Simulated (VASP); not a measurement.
# ZnCd2Te2 in VASP: a series of runs

The runs below take ZnCd2Te2 through relaxation of the atoms, with LDA.

All numbers are computed with VASP 6.6.1; they aren't measurements. Logs are shortened: lines on timing, memory, paths and dates and some standing lists are left out, and cuts for length are marked.

**1. The cell of the first run**

The cell holds a slab with vacuum, 5 atoms: a = 4.533 Å, b = 4.533 Å, c = 19.867 Å, α = 90.00°, β = 90.00°, γ = 120.00°.

**2. Relaxation of the atoms, LDA**

The input, INCAR:

```
  PREC = Accurate
  ENCUT = 520
  EDIFF = 1E-6
  ISMEAR = 0
  SIGMA = 0.05
  LREAL = F
  LASPH = T
  NELM = 60
  ALGO = Normal
  ISIF = 2
  LWAVE = F
  LCHARG = F
  LDIPOL = T
  IDIPOL = 3
  DIPOL = 0.5 0.5 0.367
  GGA = CA
  IBRION = 2
  NSW = 36
  EDIFFG = -0.025
```

The input, KPOINTS:

```
regular mesh
0
Gamma
  6 6 1
```

The input, POSCAR:

```
ZnCd2Te2
1.0
    4.5325544674      0.0000000000      0.0000000000
   -2.2662772337      3.9253073128      0.0000000000
    0.0000000000      0.0000000000     19.8672286441
Te Cd Zn
2 2 1
Selective dynamics
Direct
    0.0000000000      0.0000000000      0.2013365866  F F F
    0.3333333333      0.6666666667      0.3964595968  F F F
    0.3333333333      0.6666666667      0.2479059306  F F F
    0.6666666667      0.3333333333      0.4211573136  F F F
    1.3333333333      0.6666666667      0.5681330218  F F T
```

Potentials or basis: VASP PAW LDA potentials, release 64 (Te, Cd, Zn).

Launch:

```
cat potpaw_LDA.64/Te/POTCAR potpaw_LDA.64/Cd/POTCAR potpaw_LDA.64/Zn/POTCAR > POTCAR
mpirun -np 1 vasp_std > vasp.out
```

OUTCAR:

```text
PREC = Accurate
   ENCUT = 520
   EDIFF = 1E-6
   ISMEAR = 0
   LREAL = F
   LASPH = T
   NELM = 60
   ISIF = 2
   GGA = CA
   IBRION = 2
   NSW = 36
   EDIFFG = -0.025

 ion  position               nearest neighbor table
   1  0.000  0.000  0.201-   3 2.78   3 2.78   3 2.78
   2  0.333  0.667  0.396-   4 2.66   4 2.66   4 2.66   3 2.95
   3  0.333  0.667  0.248-   1 2.78   1 2.78   1 2.78   2 2.95
   4  0.667  0.333  0.421-   2 2.66   2 2.66   2 2.66
   5  0.333  0.667  0.568-

  LATTYP: Found a hexagonal cell.
 ALAT       =     4.5325544674
 C/A-ratio  =     4.3832299837

  Lattice vectors:

 A1 = (   4.5325544674,   0.0000000000,   0.0000000000)
 A2 = (  -2.2662772337,   3.9253073128,   0.0000000000)
 A3 = (   0.0000000000,   0.0000000000,  19.8672286441)

Analysis of symmetry for initial positions (statically):
=====================================================================
 Subroutine PRICEL returns:
 Original cell was already a primitive cell.

 Routine SETGRP: Setting up the symmetry group for a
 hexagonal supercell.

 Subroutine GETGRP returns: Found  6 space group operations
 (whereof  6 operations were pure point group operations)
 out of a pool of 24 trial point group operations.

The static configuration has the point symmetry C_3v.

Analysis of symmetry for dynamics (positions and initial velocities):
=====================================================================
 Subroutine PRICEL returns:
 Original cell was already a primitive cell.

 Routine SETGRP: Setting up the symmetry group for a
 hexagonal supercell.

 Subroutine GETGRP returns: Found  6 space group operations
 (whereof  6 operations were pure point group operations)
 out of a pool of 24 trial point group operations.

The dynamic configuration has the point symmetry C_3v.

Analysis of constrained symmetry for selective dynamics:
=====================================================================
 Subroutine PRICEL returns:
 Original cell was already a primitive cell.

 Routine SETGRP: Setting up the symmetry group for a
 hexagonal supercell.

 Subroutine GETGRP returns: Found  6 space group operations
 (whereof  6 operations were pure point group operations)
 out of a pool of 24 trial point group operations.

The constrained configuration has the point symmetry C_3v.

 Subroutine INISYM returns: Found  6 space group operations
 (whereof  6 operations are pure point group operations),
 and found     1 'primitive' translations

----------------------------------------------------------------------------------------

                                     Primitive cell

  volume of cell :     353.4712

  direct lattice vectors                    reciprocal lattice vectors
     4.532554467  0.000000000  0.000000000     0.220626141  0.127378562  0.000000000
    -2.266277234  3.925307313  0.000000000     0.000000000  0.254757124  0.000000000
     0.000000000  0.000000000 19.867228644     0.000000000  0.000000000  0.050334147

  length of vectors
     4.532554467  4.532554467 19.867228644     0.254757124  0.254757124  0.050334147

  position of ions in fractional coordinates (direct lattice)
     0.000000000  0.000000000  0.201336587
     0.333333333  0.666666667  0.396459597
     0.333333333  0.666666667  0.247905931
     0.666666667  0.333333333  0.421157314
     0.333333333  0.666666667  0.568133022

  ion indices of the primitive-cell ions
   primitive index   ion index
                 1           1
                 2           2
                 3           3
                 4           4
                 5           5

----------------------------------------------------------------------------------------

 KPOINTS: regular mesh

Automatic generation of k-mesh.
 Grid dimensions read from file:
 generate k-points for:    6    6    1

 Generating k-lattice:

  Cartesian coordinates                     Fractional coordinates (reciprocal lattice)
     0.036771023  0.021229760  0.000000000     0.166666667  0.000000000  0.000000000
     0.000000000  0.042459521  0.000000000     0.000000000  0.166666667  0.000000000
     0.000000000  0.000000000  0.050334147     0.000000000  0.000000000  1.000000000

  Length of vectors
     0.042459521  0.042459521  0.050334147

  Shift w.r.t. Gamma in fractional coordinates (k-lattice)
     0.000000000  0.000000000  0.000000000

 Subroutine IBZKPT returns following result:
 ===========================================

 Found      7 irreducible k-points:

 Following reciprocal coordinates:
            Coordinates               Weight
  0.000000  0.000000  0.000000      1.000000
  0.166667  0.000000  0.000000      6.000000
  0.333333  0.000000  0.000000      6.000000
  0.500000  0.000000  0.000000      3.000000
  0.166667  0.166667  0.000000      6.000000
  0.333333  0.166667  0.000000     12.000000
  0.333333  0.333333  0.000000      2.000000
   k-points           NKPTS =      7   k-points in BZ     NKDIM =      7   number of bands    NBANDS=     28
   number of dos      NEDOS =    301   number of ions     NIONS =      5
   total plane-waves  NPLWV = 194400
   dimension x,y,z NGX =    36 NGY =   36 NGZ =  150
   dimension x,y,z NGXF=    72 NGYF=   72 NGZF=  300
   ions per type =               2   2   1
   NGX,Y,Z   is equivalent  to a cutoff of  13.20, 13.20, 12.55 a.u.
   NGXF,Y,Z  is equivalent  to a cutoff of  26.41, 26.41, 25.10 a.u.
 SYSTEM =  unknown system
   PREC   = accura    normal or accurate (medium, high low for compatibility)
   ISTART =      0    job   : 0-new  1-cont  2-samecut
   ICHARG =      2    charge: 1-file 2-atom 10-const
   ISPIN  =      1    spin polarized calculation?
   LNONCOLLINEAR =      F non collinear calculations
   LSORBIT =      F    spin-orbit coupling
   LASPH  =      T    aspherical Exc in radial PAW
   ENCUT  =  520.0 eV  38.22 Ry    6.18 a.u.   8.43  8.43 36.94*2*pi/ulx,y,z
   NELM   =     60;   NELMIN=  2; NELMDL= -5     # of ELM steps
   EDIFF  = 0.1E-05   stopping-criterion for ELM
   LREAL  =      F    real-space projection
   EDIFFG = -.3E-01   stopping-criterion for IOM
   NSW    =     36    number of steps for IOM
   IBRION =      2    ionic relax: 0-MD 1-quasi-New 2-CG
   NFREE  =      1    steps in history (QN), initial steepest desc. (CG)
   ISIF   =      2    stress and relaxation
   ISYM   =      2    0-nonsym 1-usesym 2-fastsym
   POTIM  = 0.5000    time-step for ionic-motion
   TEBEG  =    0.0;   TEEND  =   0.0 temperature during run
   PSTRESS=    0.0 pullay stress
   NELECT =      48.0000    total number of electrons
   NUPDOWN=      -1.0000    fix difference up-down
   EMIN   =  10.00;   EMAX   =-10.00  energy-range for DOS
   EFERMI =   0.00;   METHOD = LEGACY
   ISMEAR =     0;   SIGMA  =   0.05  broadening in eV -4-tet -1-fermi 0-gaus
   EFERMI_NEDOS =   21; number of points for ismear=-14 and -15
   IALGO  =     38    algorithm
   IMIX   =      4    mixing-type and parameters
     AMIX     =   0.40;   BMIX     =  1.00
     AMIX_MAG =   1.60;   BMIX_MAG =  1.00
  volume/ion in A,a.u.               =      70.69       477.07
  Fermi-wavevector in a.u.,A,eV,Ry     =   0.841467  1.590143  9.633840  0.708067
  Thomas-Fermi vector in A             =   1.956017
   LORBIT       =      0    0 simple, 1 ext, 2 COOP (PROOUT), +10 PAW based schemes
   GGA     = CA    functional components
   LHFCALC =     F    Hartree Fock is set to
   AEXX    =    0.0000 exact exchange contribution
   IVDW    =     0    specifies the selected vdW correction
   LEPSILON=     F    determine dielectric tensor
   LRPA    =     F    only Hartree local field effects (RPA)
 conjugate gradient relaxation of ions
 non-spin polarized calculation
 Gauss-broadening in eV      SIGMA  =   0.05
  energy-cutoff  :      520.00
  volume of cell :      353.47
 maximum number of plane-waves:      9583
 NGX is ok and might be reduce to    36
   NGX = 17   NGY = 17   NGZ = 73

--------------------------------------- Ionic step        1  -------------------------------------------

 number of electron      47.9999990 magnetization

 Free energy of the ion-electron system (eV)
  ---------------------------------------------------
  ext. energy  EPLUGINS =         0.00000000
  ---------------------------------------------------
  free energy    TOTEN  =       -11.14857110 eV

  energy without entropy =      -11.14700391  energy(sigma->0) =      -11.14778751

------------------------ aborting loop because EDIFF is reached ----------------------------------------

  FORCE on cell =-STRESS in cart. coord.  units (eV):
  Direction    XX          YY          ZZ          XY          YZ          ZX
  --------------------------------------------------------------------------------------
  -------------------------------------------------------------------------------------
  Total        0.5488371      0.5488371     -0.0445613     -0.0000000     -0.0000000      0.0000000
  in kB        2.4877119      2.4877119     -0.2019830     -0.0000000     -0.0000000      0.0000000
  external PRESSURE =       1.5911469 kB  Pullay stress =       0.0000000 kB
[... 180 lines left out ...]
  energy  without entropy=      -11.1526514330  energy(sigma->0) =      -11.15343503

--------------------------------------- Ionic step        6  -------------------------------------------

 number of electron      47.9999991 magnetization

 dipolmoment           0.000000      0.000000     -0.175632 electrons x Angstroem

 Free energy of the ion-electron system (eV)
  ---------------------------------------------------
  ext. energy  EPLUGINS =         0.00000000
  ---------------------------------------------------
  free energy    TOTEN  =       -11.15534570 eV

  energy without entropy =      -11.15377850  energy(sigma->0) =      -11.15456210

 E-fermi :  -1.5054     XC(G=0):  -4.8828

 val. band max:       -1.5053738938   @ k =   0.0000   0.0000   0.0000
 cond. band min:      -1.5053738626   @ k =   0.0000   0.0000   0.0000
 fundamental gap:      0.0000000312
 Fermi energy:        -1.5053738781

 k-point     1 :       0.0000    0.0000    0.0000
  band No.  band energies     occupation
      1     -14.3766      2.00000
      2     -12.1393      2.00000
      3     -11.6181      2.00000
      4     -11.6181      2.00000
      5     -11.2105      2.00000
      6     -11.2105      2.00000
[... 206 lines left out ...]
     27       1.1571      0.00000
     28       1.2371      0.00000

------------------------ aborting loop because EDIFF is reached ----------------------------------------

 vacuum level on the upper side and lower side of the slab       (xc-potential included)        -0.876         0.863

  FORCE on cell =-STRESS in cart. coord.  units (eV):
  Direction    XX          YY          ZZ          XY          YZ          ZX
  --------------------------------------------------------------------------------------
  -------------------------------------------------------------------------------------
  Total        0.5179756      0.5179756     -0.3543643      0.0000000     -0.0000000      0.0000000
  in kB        2.3478259      2.3478259     -1.6062256      0.0000000     -0.0000000      0.0000000
  external PRESSURE =       1.0298087 kB  Pullay stress =       0.0000000 kB

 VOLUME and BASIS-vectors are now :
 -----------------------------------------------------------------------------
  energy-cutoff  :      520.00
  volume of cell :      353.47
      direct lattice vectors                 reciprocal lattice vectors
     4.532554467  0.000000000  0.000000000     0.220626141  0.127378562  0.000000000
    -2.266277234  3.925307313  0.000000000     0.000000000  0.254757124  0.000000000
     0.000000000  0.000000000 19.867228644     0.000000000  0.000000000  0.050334147
[... 11 lines left out ...]
  FREE ENERGIE OF THE ION-ELECTRON SYSTEM (eV)
  ---------------------------------------------------
  free  energy   TOTEN  =       -11.1553456969 eV

  energy  without entropy=      -11.1537785036  energy(sigma->0) =      -11.15456210

 reached required accuracy - stopping structural energy minimisation

 vacuum level on the upper side and lower side of the slab         2.508         4.312
```

Wall time 3.2 min (1 thread of Intel Xeon 6975P-C (Granite Rapids), shared host); peak memory 0.41 GiB.

What came out:

* Free energy: -11.1553 eV
* Energy gained by relaxing: 1.4 meV/atom
* Ionic steps: 6
* Band gap on the k mesh: zero (filled and empty bands touch)

The path:
```tsv
step	energy change (eV)	largest force on free atoms (eV/Å)	pressure (GPa)
1	0.0000	0.0881	0.16
2	-0.0004	0.0854	0.16
3	-0.0014	0.0789	0.16
4	-0.0032	0.0630	0.15
5	-0.0056	0.0356	0.13
6	-0.0068	0.0099	0.10
```

Final structure:
```cif
data_structure
_symmetry_space_group_name_H-M 'P 1'
_symmetry_Int_Tables_number 1
_cell_length_a 4.5326
_cell_length_b 4.5326
_cell_length_c 19.8672
_cell_angle_alpha 90.000
_cell_angle_beta 90.000
_cell_angle_gamma 120.000
_cell_volume 353.47
loop_
_atom_site_label
_atom_site_type_symbol
_atom_site_fract_x
_atom_site_fract_y
_atom_site_fract_z
_atom_site_occupancy
Te1 Te 0.00000 0.00000 0.20134 1
Te2 Te 0.33333 0.66667 0.39646 1
Cd1 Cd 0.33333 0.66667 0.24791 1
Cd2 Cd 0.66667 0.33333 0.42116 1
Zn1 Zn 0.33333 0.66667 0.57798 1
```

Caveat: spin-orbit coupling is left out, which moves the levels of the heavy elements.

(Continued in part 2 of 2.)
